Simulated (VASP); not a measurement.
# GaSb (F-43m) in VASP: settings compared, part 2 of 2

VASP 6.6.1. The steps go on from the part before.

### 3 Single point, B3LYP

This run uses another cell than the first one, of 26.91 Å³/atom.

Input file POSCAR:

```
GaSb
1.0
    0.0000000000      2.9965539066      2.9965539066
    2.9965539066      0.0000000000      2.9965539066
    2.9965539066      2.9965539066      0.0000000000
Sb Ga
1 1
Direct
    0.7500000000      0.7500000000      0.7500000000
    0.0000000000      0.0000000000      0.0000000000
```

Input file INCAR.step1:

```
SYSTEM = GaSb
PREC = Accurate ; ENCUT = 400
EDIFF = 1E-5 ; ISMEAR = -1
SIGMA = 0.05 ; LREAL = .False.
LASPH = .True. ; NELM = 120
ALGO = Normal ; ISIF = 2
LWAVE = .True. ; LCHARG = .False.
NBANDS = 21 ; GGA = PE
GGA_COMPAT = .False.
```

Input file INCAR.step2:

```
SYSTEM = GaSb
PREC = Accurate ; ENCUT = 400
EDIFF = 1E-6 ; ISMEAR = -1
SIGMA = 0.05 ; LREAL = .False.
LASPH = .True. ; NELM = 120
ALGO = Normal ; ISIF = 2
LWAVE = .False. ; LCHARG = .False.
GGA = B3 ; LHFCALC = .True.
AEXX = 0.2 ; AGGAX = 0.72
AGGAC = 0.81 ; ALDAC = 0.19
PRECFOCK = Normal ; NBANDS = 21
ISTART = 1 ; GGA_COMPAT = .False.
```

Input file KPOINTS:

```
regular mesh
0
Gamma
  4 4 4
  0 0 0
```

Potentials or basis: VASP PAW PBE potentials, release 64 (Sb_d_GW, Ga_d).

On the command line:

```
$ cat potpaw_PBE.64/Sb_d_GW/POTCAR potpaw_PBE.64/Ga_d/POTCAR > POTCAR
$ cp INCAR.step1 INCAR
$ mpirun -np 1 vasp_std > vasp.out
$ cp INCAR.step2 INCAR
$ mpirun -np 1 vasp_std > vasp.out
```

OUTCAR:

```text
SYSTEM = GaSb
   PREC = Accurate
   ENCUT = 400
   EDIFF = 1E-6
   ISMEAR = -1
   LREAL = .False.
   LASPH = .True.
   NELM = 120
   ISIF = 2
   GGA = B3
   LHFCALC = .True.
   AEXX = 0.2
   PRECFOCK = Normal
   ISTART = 1

 ion  position               nearest neighbor table
   1  0.750  0.750  0.750-   2 2.60   2 2.60   2 2.60   2 2.60
   2  0.000  0.000  0.000-   1 2.60   1 2.60   1 2.60   1 2.60

  LATTYP: Found a face centered cubic cell.
 ALAT       =     5.9931078132

  Lattice vectors:

 A1 = (   0.0000000000,   2.9965539066,   2.9965539066)
 A2 = (   2.9965539066,   0.0000000000,   2.9965539066)
 A3 = (   2.9965539066,   2.9965539066,   0.0000000000)

Analysis of symmetry for initial positions (statically):
=====================================================================
 Subroutine PRICEL returns:
 Original cell was already a primitive cell.

 Routine SETGRP: Setting up the symmetry group for a
 face centered cubic supercell.

 Subroutine GETGRP returns: Found 24 space group operations
[... 149 lines left out ...]
  ext. energy  EPLUGINS =         0.00000000
  ---------------------------------------------------
  free energy    TOTEN  =        -7.75161980 eV

  energy without entropy =       -7.75161978  energy(sigma->0) =       -7.75161979

 E-fermi :   4.9166     XC(G=0):  -7.5935

 val. band max:        4.1211274126   @ k =   0.0000   0.0000   0.0000
 cond. band min:       5.7066085019   @ k =   0.0000   0.0000   0.0000
 fundamental gap:      1.5854810893
 Fermi energy:         4.9165843823

 k-point     1 :       0.0000    0.0000    0.0000
  band No.  band energies     occupation
      1     -26.4780      2.00000
      2     -26.4780      2.00000
      3     -26.4780      2.00000
      4     -26.4479      2.00000
      5     -26.4479      2.00000
      6     -13.2775      2.00000
[... 181 lines left out ...]
     20      16.2957      0.00000
     21      17.4427      0.00000

------------------------ aborting loop because EDIFF is reached ----------------------------------------

  FORCE on cell =-STRESS in cart. coord.  units (eV):
  Direction    XX          YY          ZZ          XY          YZ          ZX
  --------------------------------------------------------------------------------------
  -------------------------------------------------------------------------------------
  Total        2.4597151      2.4597151      2.4597151     -0.0000000      0.0000000     -0.0000000
  in kB       73.2316976     73.2316976     73.2316976     -0.0000000      0.0000000     -0.0000000
  external PRESSURE =      73.2316976 kB  Pullay stress =       0.0000000 kB

 VOLUME and BASIS-vectors are now :
 -----------------------------------------------------------------------------
  energy-cutoff  :      400.00
  volume of cell :       53.81
      direct lattice vectors                 reciprocal lattice vectors
     0.000000000  2.996553907  2.996553907    -0.166858336  0.166858336  0.166858336
     2.996553907  0.000000000  2.996553907     0.166858336 -0.166858336  0.166858336
     2.996553907  2.996553907  0.000000000     0.166858336  0.166858336 -0.166858336

 POSITION                                       TOTAL-FORCE (eV/Angst)
 -----------------------------------------------------------------------------------
      4.49483      4.49483      4.49483         0.000000      0.000000      0.000000
      0.00000      0.00000      0.00000        -0.000000     -0.000000     -0.000000
 -----------------------------------------------------------------------------------
    total drift:                                0.000002     -0.000011      0.000007

  FREE ENERGIE OF THE ION-ELECTRON SYSTEM (eV)
  ---------------------------------------------------
  free  energy   TOTEN  =        -7.7516197956 eV

  energy  without entropy=       -7.7516197759  energy(sigma->0) =       -7.75161979
```

OUTCAR.step1:

```text
SYSTEM = GaSb
   PREC = Accurate
   ENCUT = 400
   EDIFF = 1E-5
   ISMEAR = -1
   LREAL = .False.
[... 394 lines left out ...]
      4.49483      4.49483      4.49483         0.000000      0.000000      0.000000
      0.00000      0.00000      0.00000        -0.000000     -0.000000     -0.000000
 -----------------------------------------------------------------------------------
    total drift:                                0.000001      0.000001      0.000001

  FREE ENERGIE OF THE ION-ELECTRON SYSTEM (eV)
  ---------------------------------------------------
  free  energy   TOTEN  =        -7.0773721746 eV

  energy  without entropy=       -7.0769452385  energy(sigma->0) =       -7.07715871
```

It took 20 min on 1 thread of Intel Xeon Platinum 8259CL at 2.50GHz (Skylake/Cascade Lake), shared host; peak memory 0.18 GiB.

What came out:

```
Free energy            : -7.7516 eV
Pressure               : 7.3 GPa
Band gap on the k mesh : 1.59 eV
```

Levels at points of the mesh, in eV from the valence-band top:
| k point | band 11 | band 12 | band 13 | band 14 | band 15 | band 16 | band 17 | band 18 |
| --- | --- | --- | --- | --- | --- | --- | --- | --- |
| (0.00, 0.00, 0.00) | -12.91 | 0.00 | 0.00 | 0.00 | 1.59 | 3.92 | 3.92 | 3.92 |
| (0.50, 0.00, 0.00) | -10.98 | -7.19 | -1.34 | -1.34 | 1.63 | 4.99 | 4.99 | 7.87 |
| (0.50, 0.50, 0.00) | -9.98 | -7.67 | -2.98 | -2.98 | 1.95 | 2.29 | 10.65 | 10.65 |

Caveat: the k points lie up to 0.45 Å⁻¹ apart; the PAW data sets were made with another functional, which shifts forces and pressure a little; spin-orbit coupling is left out, which moves the levels of the heavy elements. A k mesh can miss the band edges.

### 4 Single point, B3LYP5

This run uses another cell than the first one, of 26.91 Å³/atom.

POSCAR is that of step 3.

Input file INCAR.step1:

```
  ALGO = Normal
  EDIFF = 1E-5
  ENCUT = 520
  GGA = PE
  ISIF = 2
  ISMEAR = -1
  LASPH = True
  LREAL = False
  LWAVE = True
  NBANDS = 16
  NELM = 60
  PREC = Accurate
  SIGMA = 0.05
```

Input file INCAR.step2:

```
  AEXX = 0.2
  AGGAC = 0.81
  AGGAX = 0.72
  ALDAC = 0.19
  ALGO = Normal
  EDIFF = 1E-6
  ENCUT = 520
  GGA = B5
  ISIF = 2
  ISMEAR = -1
  ISTART = 1
  LASPH = True
  LCHARG = True
  LELF = True
  LHFCALC = True
  LREAL = False
  LVHAR = True
  LWAVE = False
  NBANDS = 16
  NELM = 60
  PREC = Accurate
  PRECFOCK = Normal
  SIGMA = 0.05
```

Input file KPOINTS:

```
k-points
0
Gamma
  4 4 4
```

Potentials or basis: VASP PAW PBE potentials, release 64 (Sb, Ga_d).

On the command line:

```
$ cat potpaw_PBE.64/Sb/POTCAR potpaw_PBE.64/Ga_d/POTCAR > POTCAR
$ cp INCAR.step1 INCAR
$ mpirun -np 1 vasp_std > vasp.out
$ cp INCAR.step2 INCAR
$ mpirun -np 1 vasp_std > vasp.out
```

Wall time 6.3 min (1 thread of AMD EPYC 9R45 (Zen 5), shared host); peak memory 0.16 GiB.

The run converged. Its results:

```
Free energy            : -7.8456 eV
Pressure               : 7.5 GPa
Band gap on the k mesh : 1.61 eV
```

Levels at points of the mesh, in eV from the valence-band top:
```
           k point  band 7  band 8  band 9  band 10  band 11  band 12
(0.00, 0.00, 0.00)    0.00    0.00    0.00     1.61     3.93     3.93
(0.50, 0.00, 0.00)   -7.19   -1.34   -1.34     1.65     4.99     4.99
(0.50, 0.50, 0.00)   -7.67   -2.98   -2.98     1.96     2.30    10.64
```

Caveat: the k points lie up to 0.45 Å⁻¹ apart; the PAW data sets were made with another functional, which shifts forces and pressure a little; spin-orbit coupling is left out, which moves the levels of the heavy elements. A k mesh can miss the band edges.

### 5 Single point, B3LYP5

This run uses another cell than the first one, of 27.48 Å³/atom.

Input file POSCAR:

```
GaSb
1.0
    0.0000000000      3.0176570942      3.0176570942
    3.0176570942      0.0000000000      3.0176570942
    3.0176570942      3.0176570942      0.0000000000
Sb Ga
1 1
Direct
    0.7500000000      0.7500000000      0.7500000000
    0.0000000000      0.0000000000      0.0000000000
```

Input file INCAR.step1:

```
SYSTEM = GaSb
PREC = Accurate
ENCUT = 520
EDIFF = 1E-5
ISMEAR = -1
SIGMA = 0.05
LREAL = .FALSE.
LASPH = .TRUE.
NELM = 80
ALGO = Normal
ISIF = 2
LWAVE = .TRUE.
LCHARG = .FALSE.
NBANDS = 16
GGA = PE
```

Input file INCAR.step2:

```
SYSTEM = GaSb
PREC = Accurate
ENCUT = 520
EDIFF = 1E-7
ISMEAR = -1
SIGMA = 0.05
LREAL = .FALSE.
LASPH = .TRUE.
NELM = 80
ALGO = Normal
ISIF = 2
LWAVE = .FALSE.
LCHARG = .FALSE.
GGA = B5
LHFCALC = .TRUE.
AEXX = 0.2
AGGAX = 0.72
AGGAC = 0.81
ALDAC = 0.19
PRECFOCK = Normal
NBANDS = 16
ISTART = 1
```

Input file KPOINTS:

```
Automatic mesh
0
G
  4 4 4
  0 0 0
```

On the command line:

```
$ cat potpaw_PBE.64/Sb/POTCAR potpaw_PBE.64/Ga_d/POTCAR > POTCAR
$ cp INCAR.step1 INCAR
$ mpirun -np 1 vasp_std > vasp.out
$ cp INCAR.step2 INCAR
$ mpirun -np 1 vasp_std > vasp.out
```

Wall time 5.5 min (1 thread of AMD EPYC 9R45 (Zen 5), shared host); peak memory 0.16 GiB.

It converged, with:

* Free energy: -7.8933 eV
* Pressure: 5.9 GPa
* Band gap on the k mesh: 1.43 eV

Levels at points of the mesh, in eV from the valence-band top:
```csv
k point,band 6,band 7,band 8,band 9,band 10,band 11,band 12,band 13
"(0.00, 0.00, 0.00)",-12.71,0.00,0.00,0.00,1.43,3.93,3.93,3.93
"(0.50, 0.00, 0.00)",-10.86,-7.07,-1.30,-1.30,1.59,4.99,4.99,7.90
"(0.50, 0.50, 0.00)",-9.88,-7.57,-2.90,-2.90,1.98,2.34,10.49,10.49
```

Caveat: the k points lie up to 0.45 Å⁻¹ apart; the PAW data sets were made with another functional, which shifts forces and pressure a little; spin-orbit coupling is left out, which moves the levels of the heavy elements. A k mesh can miss the band edges.

### 6 Single point, B3LYP5

Input file POSCAR:

```
GaSb
1.0
    0.0000000000      3.0384691801      3.0384691801
    3.0384691801      0.0000000000      3.0384691801
    3.0384691801      3.0384691801      0.0000000000
Sb Ga
1 1
Direct
    0.7500000000      0.7500000000      0.7500000000
    0.0000000000      0.0000000000      0.0000000000
```

Input file INCAR.step1:

```
SYSTEM = GaSb
PREC = Accurate ; ENCUT = 520
EDIFF = 1E-5 ; ISMEAR = -1
SIGMA = 0.05 ; LREAL = .False.
LASPH = .True. ; NELM = 100
ALGO = Normal ; ISIF = 2
LWAVE = .True. ; LCHARG = .False.
NBANDS = 16 ; GGA = PE
```

Input file INCAR.step2:

```
SYSTEM = GaSb
PREC = Accurate ; ENCUT = 520
EDIFF = 1E-6 ; ISMEAR = -1
SIGMA = 0.05 ; LREAL = .False.
LASPH = .True. ; NELM = 100
ALGO = Normal ; ISIF = 2
LWAVE = .False. ; LCHARG = .False.
GGA = B5 ; LHFCALC = .True.
AEXX = 0.2 ; AGGAX = 0.72
AGGAC = 0.81 ; ALDAC = 0.19
PRECFOCK = Normal ; NBANDS = 16
ISTART = 1
```

Input file KPOINTS:

```
regular mesh
0
Gamma
  4 4 4
  0 0 0
```

Potentials or basis: VASP PAW PBE potentials, release 64 (Sb, Ga_d).

On the command line:

```
$ cat potpaw_PBE.64/Sb/POTCAR potpaw_PBE.64/Ga_d/POTCAR > POTCAR
$ cp INCAR.step1 INCAR
$ mpirun -np 1 vasp_std > vasp.out
$ cp INCAR.step2 INCAR
$ mpirun -np 1 vasp_std > vasp.out
```

OUTCAR:

```text
SYSTEM = GaSb
   PREC = Accurate
   ENCUT = 520
   EDIFF = 1E-6
   ISMEAR = -1
   LREAL = .False.
   LASPH = .True.
   NELM = 100
   ISIF = 2
   GGA = B5
   LHFCALC = .True.
   AEXX = 0.2
   PRECFOCK = Normal
   ISTART = 1

 ion  position               nearest neighbor table
   1  0.750  0.750  0.750-   2 2.63   2 2.63   2 2.63   2 2.63
   2  0.000  0.000  0.000-   1 2.63   1 2.63   1 2.63   1 2.63

  LATTYP: Found a face centered cubic cell.
 ALAT       =     6.0769383602

  Lattice vectors:

 A1 = (   0.0000000000,   3.0384691801,   3.0384691801)
 A2 = (   3.0384691801,   0.0000000000,   3.0384691801)
 A3 = (   3.0384691801,   3.0384691801,   0.0000000000)

Analysis of symmetry for initial positions (statically):
=====================================================================
 Subroutine PRICEL returns:
 Original cell was already a primitive cell.

 Routine SETGRP: Setting up the symmetry group for a
 face centered cubic supercell.

 Subroutine GETGRP returns: Found 24 space group operations
 (whereof 24 operations were pure point group operations)
 out of a pool of 48 trial point group operations.

The static configuration has the point symmetry T_d .

Analysis of symmetry for dynamics (positions and initial velocities):
=====================================================================
 Subroutine PRICEL returns:
 Original cell was already a primitive cell.

 Routine SETGRP: Setting up the symmetry group for a
 face centered cubic supercell.

 Subroutine GETGRP returns: Found 24 space group operations
 (whereof 24 operations were pure point group operations)
[... 104 lines left out ...]
     AMIX     =   0.40;   BMIX     =  1.00
     AMIX_MAG =   1.60;   BMIX_MAG =  1.00
  volume/ion in A,a.u.               =      28.05       189.30
  Fermi-wavevector in a.u.,A,eV,Ry     =   1.120730  2.117872 17.089391  1.256035
  Thomas-Fermi vector in A             =   2.257378
   LORBIT       =      0    0 simple, 1 ext, 2 COOP (PROOUT), +10 PAW based schemes
   GGA     = B5    functional components
   LHFCALC =     T    Hartree Fock is set to
   PRECFOCK=normal    Normal, Fast or Accurate (Low or Medium for compatibility)
   ENCUT4O =  -1.0   cutoff for four orbital integrals eV
   NKREDX  =     1    reduce k-point grid by
   NKREDY  =     1    reduce k-point grid by
   NKREDZ  =     1    reduce k-point grid by
   AEXX    =    0.2000 exact exchange contribution
   HFSCREEN=    0.0000 screening length (either q_TF or 0.3 A-1)
   HFSCREENC=   0.0000 screening length for correlation (either q_TF or 0.3 A-1)
   ENCUTFOCK=  -1.0 apply spherical cutoff to Coloumb kernel
   IVDW    =     0    specifies the selected vdW correction
   LEPSILON=     F    determine dielectric tensor
   LRPA    =     F    only Hartree local field effects (RPA)
 non-spin polarized calculation
  energy-cutoff  :      520.00
  volume of cell :       56.10
 maximum number of plane-waves:      1540
  NGX = 24; NGY = 24; NGZ = 24

 number of electron      17.9999985 magnetization

 Free energy of the ion-electron system (eV)
  ---------------------------------------------------
  ext. energy  EPLUGINS =         0.00000000
  ---------------------------------------------------
  free energy    TOTEN  =        -7.93018239 eV

  energy without entropy =       -7.93018214  energy(sigma->0) =       -7.93018226

 E-fermi :   5.4836     XC(G=0):  -7.1770

 val. band max:        4.8267409595   @ k =   0.0000   0.0000   0.0000
 cond. band min:       6.0863650393   @ k =   0.0000   0.0000   0.0000
 fundamental gap:      1.2596240798
 Fermi energy:         5.4835828748

 k-point     1 :       0.0000    0.0000    0.0000
  band No.  band energies     occupation
      1     -12.4826      2.00000
      2     -12.4826      2.00000
      3     -12.4826      2.00000
      4     -12.4280      2.00000
      5     -12.4280      2.00000
      6      -7.7328      2.00000
[... 129 lines left out ...]
      3     -12.4599      2.00000
      4     -12.4339      2.00000
      5     -12.4278      2.00000
      6      -4.9370      2.00000
[... 8 lines left out ...]
     15      16.4800      0.00000
     16      17.8977      0.00000

------------------------ aborting loop because EDIFF is reached ----------------------------------------

  FORCE on cell =-STRESS in cart. coord.  units (eV):
  Direction    XX          YY          ZZ          XY          YZ          ZX
  --------------------------------------------------------------------------------------
  -------------------------------------------------------------------------------------
  Total        1.5502233      1.5502233      1.5502233     -0.0000000     -0.0000000     -0.0000000
  in kB       44.2700842     44.2700842     44.2700842     -0.0000000     -0.0000000     -0.0000000
  external PRESSURE =      44.2700842 kB  Pullay stress =       0.0000000 kB

 VOLUME and BASIS-vectors are now :
 -----------------------------------------------------------------------------
  energy-cutoff  :      520.00
  volume of cell :       56.10
      direct lattice vectors                 reciprocal lattice vectors
     0.000000000  3.038469180  3.038469180    -0.164556548  0.164556548  0.164556548
     3.038469180  0.000000000  3.038469180     0.164556548 -0.164556548  0.164556548
     3.038469180  3.038469180  0.000000000     0.164556548  0.164556548 -0.164556548

 POSITION                                       TOTAL-FORCE (eV/Angst)
 -----------------------------------------------------------------------------------
      4.55770      4.55770      4.55770        -0.000000     -0.000000      0.000000
      0.00000      0.00000      0.00000         0.000000      0.000000      0.000000
 -----------------------------------------------------------------------------------
    total drift:                               -0.000001     -0.000023      0.000027

  FREE ENERGIE OF THE ION-ELECTRON SYSTEM (eV)
  ---------------------------------------------------
  free  energy   TOTEN  =        -7.9301823887 eV

  energy  without entropy=       -7.9301821365  energy(sigma->0) =       -7.93018226
```

OUTCAR.step1:

```text
SYSTEM = GaSb
   PREC = Accurate
   ENCUT = 520
   EDIFF = 1E-5
   ISMEAR = -1
   LREAL = .False.
[... 354 lines left out ...]
      4.55770      4.55770      4.55770         0.000000      0.000000      0.000000
      0.00000      0.00000      0.00000        -0.000000     -0.000000     -0.000000
 -----------------------------------------------------------------------------------
    total drift:                               -0.000002     -0.000002     -0.000002

  FREE ENERGIE OF THE ION-ELECTRON SYSTEM (eV)
  ---------------------------------------------------
  free  energy   TOTEN  =        -7.1332675048 eV

  energy  without entropy=       -7.1309635329  energy(sigma->0) =       -7.13211552
```

Wall time 4.6 min (1 thread of AMD EPYC 9R45 (Zen 5), shared host); peak memory 0.16 GiB.

Results:

```yaml
Free_energy: -7.9302 eV
Pressure: 4.4 GPa
Band_gap_on_the_k_mesh: 1.26 eV
```

Caveat: the k points lie up to 0.45 Å⁻¹ apart; the PAW data sets were made with another functional, which shifts forces and pressure a little; spin-orbit coupling is left out, which moves the levels of the heavy elements. A k mesh can miss the band edges.

### 7 The runs side by side

```tsv
level	potentials or basis	cell	cutoff (eV)	gap on the mesh (eV)	pressure (GPa)
B3LYP	VASP PAW PBE potentials, release 64 (Sb_d_GW, Ga_d)	a = 4.297 Å, angles 60.0°, 2 atoms	400	1.23	4.3
B3LYP	VASP PAW PBE potentials, release 64 (Sb_d_GW, Ga_d)	a = 4.238 Å, angles 60.0°, 2 atoms	400	1.59	7.3
B3LYP5	VASP PAW PBE potentials, release 64 (Sb, Ga_d)	a = 4.238 Å, angles 60.0°, 2 atoms	520	1.61	7.5
B3LYP5	VASP PAW PBE potentials, release 64 (Sb, Ga_d)	a = 4.268 Å, angles 60.0°, 2 atoms	520	1.43	5.9
B3LYP5	VASP PAW PBE potentials, release 64 (Sb, Ga_d)	a = 4.297 Å, angles 60.0°, 2 atoms	520	1.26	4.4
```

Alike in all rows: task single point; no spin polarisation; k mesh 4 × 4 × 4; smearing fermi-dirac 0.05 eV.

Caveats: all runs use coarse meshes; the PAW data sets were made with another functional, which shifts forces and pressure a little; spin-orbit coupling is left out, which moves the levels of the heavy elements.

Total energies depend on the potentials used, so only differences within one code and one set of settings carry meaning.
